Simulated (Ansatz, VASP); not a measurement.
## One calculation of Ta2C, two programs

```xyz
3
Lattice="3.1100 0.0000 0.0000 -1.5550 2.6934 0.0000 0.0000 0.0000 4.9427" Properties=species:S:1:pos:R:3 pbc="T T T"
Ta    0.0000    1.7956    1.2533
Ta    1.5550    0.8978    3.6895
C     0.0000    0.0000    0.0000
```

Alike in both runs: functional r2SCAN; k mesh 18 × 18 × 10; occupations gaussian, width 0.1 eV; no spin polarisation.

Ansatz relaxed the structure, and its values are those at the end. VASP's run is a single point on that final structure, the one shown.

|  | VASP | Ansatz |
| --- | --- | --- |
| version | VASP 6.6.1 | Ansatz 0.2.0 |
| potentials or method | VASP PAW PBE potentials, release 64 (Ta_pv, C), cutoff 520 eV | scalar-relativistic, plane waves, PAW |
| valence electrons in the cell | 26 | 30 |

```tsv
	VASP	Ansatz	Ansatz less VASP
gap on the k mesh at the Fermi level (eV)	none	none	-
pressure (GPa)	0.9	0.0	-0.86
rms of the force components (eV/Å)	0.022	0.000	-0.0218
```

VASP's potentials were made for PBE, not for r2SCAN. A gap of «none» marks a metal or a gap that the smearing closes. VASP's potentials hold 26 valence electrons a cell and Ansatz's 30, so a difference there can come from the potentials and not from the codes.

Spin-orbit coupling is off throughout.
